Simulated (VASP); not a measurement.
Set up this calculation in VASP 6.6.1, as the native input.

```yaml
Task: relaxation of cell and atoms
Functional: revPBE
Dispersion: D4
Potentials_or_basis: VASP PAW PBE potentials, release 64 (W_sv)
Cutoff: 600 eV
k_mesh: 12 × 12 × 12
Occupations: fermi-dirac, width 0.05 eV
Spin: no spin polarisation
Dipole_correction: no
Further_INCAR_settings: ALGO = Normal; EDIFF = 1e-07; IBRION = 2; EDIFFG = -0.01; NSW = 60; ISIF = 3
```

The structure of W lies in POSCAR:

```
W
1.0
   -1.5823450000      1.5823450000      1.5823450000
    1.5823450000     -1.5823450000      1.5823450000
    1.5823450000      1.5823450000     -1.5823450000
W
1
Direct
    0.0000000000      0.0000000000      0.0000000000
```

One way to write it, as run:

INCAR

```
  ALGO = Normal
  EDIFF = 1E-7
  EDIFFG = -0.01
  ENCUT = 600
  GGA = RE
  IBRION = 2
  ISIF = 3
  ISMEAR = -1
  IVDW = 13
  LASPH = T
  LCHARG = F
  LREAL = F
  LWAVE = F
  NELM = 80
  NSW = 60
  PREC = Accurate
  SIGMA = 0.05
```

KPOINTS

```
k-points
0
Gamma
  12 12 12
```

Potentials or basis: VASP PAW PBE potentials, release 64 (W_sv).

Run with:

```sh
$ cat potpaw_PBE.64/W_sv/POTCAR > POTCAR
$ mpirun -np 1 vasp_std > vasp.out
```

It gave:

The relaxed volume is 15.82 Å³/atom. The relaxed cell is a = 2.739 Å, b = 2.739 Å, c = 2.739 Å, α = 109.47°, β = 109.47°, γ = 109.47°, the space group after relaxing (to 0.1 Å) is Im-3m (No. 229) and the energy gained by relaxing is 0.0 meV/atom. The ionic steps are 3 and the pressure after relaxing is -0.1 GPa. The band gap on the k mesh is zero (bands 7 and 8 overlap by 6.41 eV) and the dispersion energy per atom is -1.016 eV.

Caveat: the PAW data sets were made with another functional, which shifts forces and pressure a little; spin-orbit coupling is left out, which moves the levels of the heavy elements.

Run time: 11 s on 1 thread of Intel(R) Xeon(R) 6975P-C (Granite Rapids), on a shared host, peak memory 0.15 GiB.
